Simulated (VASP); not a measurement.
# Ir (Fm-3m) in VASP: notebook

Runs on Ir. Level: LDA. Tasks: single point.

Everything below comes from runs of VASP 6.6.1. Logs are shortened: lines on timing, memory, paths and dates and some standing lists are left out, and cuts for length are marked.

## Step 1: The cell of the first run

The structure is cubic, space group Fm-3m (No. 225). The conventional cell has a = 3.831 Å, b = 3.831 Å, c = 3.831 Å, α = 90.00°, β = 90.00°, γ = 90.00°. Within 3.6 Å of Ir (site symmetry m-3m) lie 12 Ir at 2.71 Å.

## Step 2: Single point, LDA

Input file INCAR:

```
PREC = Accurate ; ENCUT = 520
EDIFF = 1E-6 ; ISMEAR = 0
SIGMA = 0.1 ; LREAL = F
LASPH = T ; NELM = 100
ALGO = Normal ; ISIF = 2
LWAVE = F ; LCHARG = T
LELF = T ; LVHAR = T
NBANDS = 10
```

Input file KPOINTS:

```
Automatic mesh
0
Gamma
  8 8 8
```

Input file POSCAR:

```
Ir
1.0
    0.0000000000      1.9156000000      1.9156000000
    1.9156000000      0.0000000000      1.9156000000
    1.9156000000      1.9156000000      0.0000000000
Ir
1
Direct
    0.0000000000      0.0000000000      0.0000000000
```

Potentials or basis: VASP PAW LDA potentials, release 64 (Ir).

Started as:

```sh
> cat potpaw_LDA.64/Ir/POTCAR > POTCAR
> mpirun -np 1 vasp_std > vasp.out
```

OUTCAR:

```text
PREC = Accurate
   ENCUT = 520
   EDIFF = 1E-6
   ISMEAR = 0
   LREAL = F
   LASPH = T
   NELM = 100
   ISIF = 2

 ion  position               nearest neighbor table
   1  0.000  0.000  0.000-

  LATTYP: Found a face centered cubic cell.
 ALAT       =     3.8312000000

  Lattice vectors:

 A1 = (   0.0000000000,   1.9156000000,   1.9156000000)
 A2 = (   1.9156000000,   0.0000000000,   1.9156000000)
 A3 = (   1.9156000000,   1.9156000000,   0.0000000000)

Analysis of symmetry for initial positions (statically):
=====================================================================
 Subroutine PRICEL returns:
 Original cell was already a primitive cell.

 Routine SETGRP: Setting up the symmetry group for a
 face centered cubic supercell.

 Subroutine GETGRP returns: Found 48 space group operations
 (whereof 48 operations were pure point group operations)
 out of a pool of 48 trial point group operations.

The static configuration has the point symmetry O_h .

Analysis of symmetry for dynamics (positions and initial velocities):
=====================================================================
 Subroutine PRICEL returns:
 Original cell was already a primitive cell.

 Routine SETGRP: Setting up the symmetry group for a
 face centered cubic supercell.

 Subroutine GETGRP returns: Found 48 space group operations
 (whereof 48 operations were pure point group operations)
 out of a pool of 48 trial point group operations.

The dynamic configuration has the point symmetry O_h .

 Subroutine INISYM returns: Found 48 space group operations
 (whereof 48 operations are pure point group operations),
 and found     1 'primitive' translations

----------------------------------------------------------------------------------------

                                     Primitive cell

  volume of cell :      14.0587

  direct lattice vectors                    reciprocal lattice vectors
     0.000000000  1.915600000  1.915600000    -0.261014826  0.261014826  0.261014826
     1.915600000  0.000000000  1.915600000     0.261014826 -0.261014826  0.261014826
     1.915600000  1.915600000  0.000000000     0.261014826  0.261014826 -0.261014826

  length of vectors
     2.709067500  2.709067500  2.709067500     0.452090940  0.452090940  0.452090940

  position of ions in fractional coordinates (direct lattice)
     0.000000000  0.000000000  0.000000000

  ion indices of the primitive-cell ions
   primitive index   ion index
                 1           1

----------------------------------------------------------------------------------------

 KPOINTS: Automatic mesh

Automatic generation of k-mesh.
 Grid dimensions read from file:
 generate k-points for:    8    8    8

 Generating k-lattice:

  Cartesian coordinates                     Fractional coordinates (reciprocal lattice)
    -0.032626853  0.032626853  0.032626853     0.125000000  0.000000000  0.000000000
     0.032626853 -0.032626853  0.032626853     0.000000000  0.125000000  0.000000000
     0.032626853  0.032626853 -0.032626853     0.000000000  0.000000000  0.125000000

  Length of vectors
     0.056511367  0.056511367  0.056511367

  Shift w.r.t. Gamma in fractional coordinates (k-lattice)
     0.000000000  0.000000000  0.000000000

 Subroutine IBZKPT returns following result:
 ===========================================

 Found     29 irreducible k-points:

 Following reciprocal coordinates:
            Coordinates               Weight
  0.000000  0.000000  0.000000      1.000000
  0.125000  0.000000  0.000000      8.000000
  0.250000  0.000000  0.000000      8.000000
  0.375000  0.000000  0.000000      8.000000
  0.500000  0.000000  0.000000      4.000000
  0.125000  0.125000  0.000000      6.000000
[... 16 lines left out ...]
  0.500000  0.250000  0.125000     48.000000
 -0.375000  0.250000  0.125000     24.000000
 [... further k-points ...]
   k-points           NKPTS =     29   k-points in BZ     NKDIM =     29   number of bands    NBANDS=     10
   number of dos      NEDOS =    301   number of ions     NIONS =      1
   total plane-waves  NPLWV =   8000
   dimension x,y,z NGX =    20 NGY =   20 NGZ =   20
   dimension x,y,z NGXF=    40 NGYF=   40 NGZF=   40
   ions per type =               1
   NGX,Y,Z   is equivalent  to a cutoff of  12.27, 12.27, 12.27 a.u.
   NGXF,Y,Z  is equivalent  to a cutoff of  24.55, 24.55, 24.55 a.u.
 SYSTEM =  unknown system
   PREC   = accura    normal or accurate (medium, high low for compatibility)
   ISTART =      0    job   : 0-new  1-cont  2-samecut
   ICHARG =      2    charge: 1-file 2-atom 10-const
   ISPIN  =      1    spin polarized calculation?
   LNONCOLLINEAR =      F non collinear calculations
   LSORBIT =      F    spin-orbit coupling
   LASPH  =      T    aspherical Exc in radial PAW
   ENCUT  =  520.0 eV  38.22 Ry    6.18 a.u.   5.04  5.04  5.04*2*pi/ulx,y,z
   NELM   =    100;   NELMIN=  2; NELMDL= -5     # of ELM steps
   EDIFF  = 0.1E-05   stopping-criterion for ELM
   LREAL  =      F    real-space projection
   EDIFFG = 0.1E-04   stopping-criterion for IOM
   NSW    =      0    number of steps for IOM
   IBRION =     -1    ionic relax: 0-MD 1-quasi-New 2-CG
   NFREE  =      0    steps in history (QN), initial steepest desc. (CG)
   ISIF   =      2    stress and relaxation
   ISYM   =      2    0-nonsym 1-usesym 2-fastsym
   POTIM  = 0.5000    time-step for ionic-motion
   TEBEG  =    0.0;   TEEND  =   0.0 temperature during run
   PSTRESS=    0.0 pullay stress
   NELECT =       9.0000    total number of electrons
   NUPDOWN=      -1.0000    fix difference up-down
   EMIN   =  10.00;   EMAX   =-10.00  energy-range for DOS
   EFERMI =   0.00;   METHOD = LEGACY
   ISMEAR =     0;   SIGMA  =   0.10  broadening in eV -4-tet -1-fermi 0-gaus
   EFERMI_NEDOS =   21; number of points for ismear=-14 and -15
   IALGO  =     38    algorithm
   IMIX   =      4    mixing-type and parameters
     AMIX     =   0.40;   BMIX     =  1.00
     AMIX_MAG =   1.60;   BMIX_MAG =  1.00
  volume/ion in A,a.u.               =      14.06        94.87
  Fermi-wavevector in a.u.,A,eV,Ry     =   1.410937  2.666284 27.085691  1.990742
  Thomas-Fermi vector in A             =   2.532839
   LORBIT       =      0    0 simple, 1 ext, 2 COOP (PROOUT), +10 PAW based schemes
   GGA     = CA    functional components
   LHFCALC =     F    Hartree Fock is set to
   AEXX    =    0.0000 exact exchange contribution
   IVDW    =     0    specifies the selected vdW correction
   LEPSILON=     F    determine dielectric tensor
   LRPA    =     F    only Hartree local field effects (RPA)
 non-spin polarized calculation
 Gauss-broadening in eV      SIGMA  =   0.10
  energy-cutoff  :      520.00
  volume of cell :       14.06
 maximum number of plane-waves:       391
   NGX =  9   NGY =  9   NGZ =  9

 number of electron       9.0000000 magnetization

 Free energy of the ion-electron system (eV)
  ---------------------------------------------------
  ext. energy  EPLUGINS =         0.00000000
  ---------------------------------------------------
  free energy    TOTEN  =       -10.24919068 eV

  energy without entropy =      -10.24017982  energy(sigma->0) =      -10.24468525

 E-fermi :  10.4709     XC(G=0): -14.1753

 val. band max:       10.4245905106   @ k =  -0.3750   0.1250   0.0000
 cond. band min:      10.4857777700   @ k =  -0.3750   0.2500   0.0000
 fundamental gap:      0.0611872594
 Fermi energy:        10.4708684669

 k-point     1 :       0.0000    0.0000    0.0000
  band No.  band energies     occupation
      1      -0.7532      2.00000
      2       6.4632      2.00000
      3       6.4632      2.00000
      4       6.4632      2.00000
      5       9.2353      2.00000
      6       9.2353      2.00000
      7      24.7376      0.00000
      8      30.3360      0.00000
      9      30.3360      0.00000
     10      30.3360      0.00000

 k-point     2 :       0.1250    0.0000    0.0000
  band No.  band energies     occupation
      1      -0.0760      2.00000
      2       6.1423      2.00000
      3       6.7314      2.00000
      4       6.7314      2.00000
      5       9.0886      2.00000
      6       9.0886      2.00000
      7      25.8540      0.00000
      8      27.7747      0.00000
      9      31.4638      0.00000
     10      31.4638      0.00000

 k-point     3 :       0.2500    0.0000    0.0000
  band No.  band energies     occupation
      1       1.4606      2.00000
      2       5.9683      2.00000
      3       6.9241      2.00000
      4       6.9241      2.00000
      5       9.4050      2.00000
      6       9.4050      2.00000
      7      24.2564      0.00000
      8      27.2524      0.00000
      9      34.1994      0.00000
     10      34.1995      0.00000

 k-point     4 :       0.3750    0.0000    0.0000
  band No.  band energies     occupation
      1       2.2194      2.00000
      2       6.5780      2.00000
      3       6.5780      2.00000
      4       7.7304      2.00000
      5      10.6275      0.02680
      6      10.6275      0.02680
      7      20.4162      0.00000
      8      25.2382      0.00000
      9      31.9059      0.00000
     10      31.9059      0.00000
[... 222 lines left out ...]
 k-point    22 :       0.3750    0.2500    0.1250
  band No.  band energies     occupation
      1       2.8704      2.00000
      2       4.8048      2.00000
      3       6.4030      2.00000
      4       8.5084      2.00000
      5       8.6089      2.00000
      6      11.2299      0.00000
      7      24.8166      0.00000
      8      27.5344      0.00000
      9      29.0792      0.00000
     10      31.0736      0.00000

 k-point    23 :       0.5000    0.2500    0.1250
  band No.  band energies     occupation
      1       3.7114      2.00000
      2       5.3839      2.00000
      3       5.7659      2.00000
      4       8.1355      2.00000
      5      10.2626      1.99677
      6      13.3281      0.00000
      7      20.7366      0.00000
      8      25.9987      0.00000
      9      27.3045      0.00000
     10      31.9540      0.00000

 k-point    24 :      -0.3750    0.2500    0.1250
  band No.  band energies     occupation
      1       3.7233      2.00000
      2       5.1370      2.00000
      3       6.7775      2.00000
      4       7.8148      2.00000
      5      11.0015      0.00000
      6      15.6569      0.00000
      7      17.1370      0.00000
      8      26.2499      0.00000
      9      26.4053      0.00000
     10      30.2672      0.00000

 [... further k-points ...]
[... 5 lines left out ...]
  --------------------------------------------------------------------------------------
  -------------------------------------------------------------------------------------
  Total       -0.2015949     -0.2015949     -0.2015949      0.0000000      0.0000000      0.0000000
  in kB      -22.9744755    -22.9744755    -22.9744755      0.0000000      0.0000000      0.0000000
  external PRESSURE =     -22.9744755 kB  Pullay stress =       0.0000000 kB

 VOLUME and BASIS-vectors are now :
 -----------------------------------------------------------------------------
  energy-cutoff  :      520.00
  volume of cell :       14.06
      direct lattice vectors                 reciprocal lattice vectors
     0.000000000  1.915600000  1.915600000    -0.261014826  0.261014826  0.261014826
     1.915600000  0.000000000  1.915600000     0.261014826 -0.261014826  0.261014826
     1.915600000  1.915600000  0.000000000     0.261014826  0.261014826 -0.261014826

 POSITION                                       TOTAL-FORCE (eV/Angst)
 -----------------------------------------------------------------------------------
      0.00000      0.00000      0.00000         0.000000      0.000000      0.000000
 -----------------------------------------------------------------------------------
    total drift:                                0.000000      0.000000     -0.000000

  FREE ENERGIE OF THE ION-ELECTRON SYSTEM (eV)
  ---------------------------------------------------
  free  energy   TOTEN  =       -10.2491906762 eV

  energy  without entropy=      -10.2401798184  energy(sigma->0) =      -10.24468525
```

Run time: 3.7 s. Hardware: 1 thread of Intel Xeon 6975P-C, shared host; peak memory 0.12 GiB.

Results:

```yaml
Free_energy: -10.2492 eV
Pressure: -2.3 GPa
```

Levels at points of the mesh, in eV from the Fermi level:
```csv
k point,band 1,band 2,band 3,band 4,band 5,band 6,band 7,band 8
"(0.00, 0.00, 0.00)",-11.22,-4.01,-4.01,-4.01,-1.24,-1.24,14.27,19.87
"(0.50, 0.00, 0.00)",-8.24,-4.09,-4.09,-0.78,0.86,0.86,7.28,13.82
"(0.50, 0.50, 0.00)",-8.03,-7.49,0.86,1.43,1.43,1.68,10.56,11.68
```

Caveat: spin-orbit coupling is left out, which moves the levels of the heavy elements.

## Step 3: Single point, LDA

This run uses another cell than the first one, of 13.84 Å³/atom, 0.984 times its volume.

Input file INCAR:

```
PREC     = Accurate       # precision mode
ENCUT    = 520            # plane-wave cutoff, eV
EDIFF    = 1E-6           # SCF threshold, eV
ISMEAR   = 0              # smearing method
SIGMA    = 0.1            # smearing width, eV
LREAL    = False          # projectors in reciprocal space
LASPH    = True           # aspherical terms in the spheres
NELM     = 100            # most SCF steps
ALGO     = Normal         # electronic algorithm
ISIF     = 2              # what is computed and relaxed
LWAVE    = False          # write WAVECAR
LCHARG   = False          # write CHGCAR
NBANDS   = 10             # bands
```

Input file KPOINTS:

```
Automatic mesh
0
Gamma
  18 18 18
```

Input file POSCAR:

```
Ir
1.0
    0.0000000000      1.9054465953      1.9054465953
    1.9054465953      0.0000000000      1.9054465953
    1.9054465953      1.9054465953      0.0000000000
Ir
1
Direct
    0.0000000000      0.0000000000      0.0000000000
```

Potentials or basis: VASP PAW LDA potentials, release 64 (Ir).

Started as:

```sh
> cat potpaw_LDA.64/Ir/POTCAR > POTCAR
> mpirun -np 1 vasp_std > vasp.out
```

OUTCAR:

```text
PREC = Accurate
   ENCUT = 520
   EDIFF = 1E-6
   ISMEAR = 0
   LREAL = False
   LASPH = True
   NELM = 100
   ISIF = 2

 ion  position               nearest neighbor table
   1  0.000  0.000  0.000-

  LATTYP: Found a face centered cubic cell.
 ALAT       =     3.8108931906

  Lattice vectors:

 A1 = (   0.0000000000,   1.9054465953,   1.9054465953)
 A2 = (   1.9054465953,   0.0000000000,   1.9054465953)
 A3 = (   1.9054465953,   1.9054465953,   0.0000000000)

Analysis of symmetry for initial positions (statically):
=====================================================================
 Subroutine PRICEL returns:
 Original cell was already a primitive cell.

 Routine SETGRP: Setting up the symmetry group for a
 face centered cubic supercell.

 Subroutine GETGRP returns: Found 48 space group operations
 (whereof 48 operations were pure point group operations)
 out of a pool of 48 trial point group operations.

The static configuration has the point symmetry O_h .

Analysis of symmetry for dynamics (positions and initial velocities):
=====================================================================
[... 157 lines left out ...]

 val. band max:       10.7332681485   @ k =   0.5000   0.2222   0.1111
 cond. band min:      10.7542860695   @ k =   0.3333   0.1111   0.0556
 fundamental gap:      0.0210179210
 Fermi energy:        10.7407515789

 k-point     1 :       0.0000    0.0000    0.0000
  band No.  band energies     occupation
      1      -0.6399      2.00000
      2       6.6543      2.00000
      3       6.6543      2.00000
      4       6.6543      2.00000
      5       9.4785      2.00000
      6       9.4785      2.00000
      7      25.0026      0.00000
      8      30.6753      0.00000
      9      30.6753      0.00000
     10      30.6753      0.00000
[... 287 lines left out ...]
 k-point    24 :      -0.2222    0.0556    0.0000
  band No.  band energies     occupation
      1       1.6115      2.00000
      2       5.9846      2.00000
      3       7.1353      2.00000
      4       7.2276      2.00000
      5       9.1635      2.00000
      6      10.0616      2.00000
      7      24.9790      0.00000
      8      27.8251      0.00000
      9      33.0064      0.00000
     10      34.2389      0.00000

 [... further k-points ...]
[... 5 lines left out ...]
  --------------------------------------------------------------------------------------
  -------------------------------------------------------------------------------------
  Total        0.2267941      0.2267941      0.2267941      0.0000000      0.0000000      0.0000000
  in kB       26.2616481     26.2616481     26.2616481      0.0000000      0.0000000      0.0000000
  external PRESSURE =      26.2616481 kB  Pullay stress =       0.0000000 kB

 VOLUME and BASIS-vectors are now :
 -----------------------------------------------------------------------------
  energy-cutoff  :      520.00
  volume of cell :       13.84
      direct lattice vectors                 reciprocal lattice vectors
     0.000000000  1.905446595  1.905446595    -0.262405675  0.262405675  0.262405675
     1.905446595  0.000000000  1.905446595     0.262405675 -0.262405675  0.262405675
     1.905446595  1.905446595  0.000000000     0.262405675  0.262405675 -0.262405675

 POSITION                                       TOTAL-FORCE (eV/Angst)
 -----------------------------------------------------------------------------------
      0.00000      0.00000      0.00000         0.000000      0.000000      0.000000
 -----------------------------------------------------------------------------------
    total drift:                                0.000000     -0.000000     -0.000000

  FREE ENERGIE OF THE ION-ELECTRON SYSTEM (eV)
  ---------------------------------------------------
  free  energy   TOTEN  =       -10.3285095749 eV

  energy  without entropy=      -10.3236200380  energy(sigma->0) =      -10.32606481
```

OSZICAR:

```text
N       E                     dE             d eps       ncg     rms          rms(c)
DAV:   1     0.481638339161E+02    0.48164E+02   -0.44022E+03  3916   0.827E+02
DAV:   2    -0.100004758585E+02   -0.58164E+02   -0.55343E+02  3970   0.200E+02
DAV:   3    -0.109265863265E+02   -0.92611E+00   -0.92179E+00  4598   0.312E+01
DAV:   4    -0.109355023382E+02   -0.89160E-02   -0.89138E-02  4412   0.279E+00
DAV:   5    -0.109356871870E+02   -0.18485E-03   -0.18484E-03  4504   0.391E-01    0.167E+01
DAV:   6    -0.104289519234E+02    0.50674E+00   -0.87746E-01  4398   0.116E+01    0.668E+00
DAV:   7    -0.103360080447E+02    0.92944E-01   -0.25260E-01  4828   0.562E+00    0.150E+00
DAV:   8    -0.103318718323E+02    0.41362E-02   -0.18602E-03  4210   0.472E-01    0.963E-01
DAV:   9    -0.103285165627E+02    0.33553E-02   -0.17833E-03  4356   0.634E-01    0.423E-02
DAV:  10    -0.103285089230E+02    0.76397E-05   -0.10138E-05  5564   0.313E-02    0.982E-03
DAV:  11    -0.103285095749E+02   -0.65189E-06   -0.99549E-07  3718   0.701E-03
   1 F= -.10328510E+02 E0= -.10326065E+02  d E =-.488954E-02
```

stdout:

```text
POSCAR found type information on POSCAR Ir
 POSCAR found :  1 types and       1 ions
 scaLAPACK will be used
 LDA part: xc-table for (Slater(with rela. corr.)+CA(PZ))
 , standard interpolation
 POSCAR, INCAR and KPOINTS ok, starting setup
 FFT: planning ... GRIDC
 FFT: planning ... GRID_SOFT
 FFT: planning ... GRID
 WAVECAR not read
 entering main loop
```

Wall time 16 s (1 thread of Intel Xeon 6975P-C, shared host); peak memory 0.14 GiB.

Results:

```yaml
Free_energy: -10.3285 eV
Pressure: 2.6 GPa
```

Levels at points of the mesh, in eV from the Fermi level:
```tsv
k point	band 1	band 2	band 3	band 4	band 5	band 6	band 7	band 8	band 9
(0.00, 0.00, 0.00)	-11.38	-4.09	-4.09	-4.09	-1.26	-1.26	14.26	19.93	19.93
(0.50, 0.00, 0.00)	-8.39	-4.18	-4.18	-0.81	0.90	0.90	7.46	13.81	19.90
(0.50, 0.50, 0.00)	-8.21	-7.65	0.89	1.50	1.50	1.70	10.79	11.77	11.77
```

Caveat: spin-orbit coupling is left out, which moves the levels of the heavy elements.
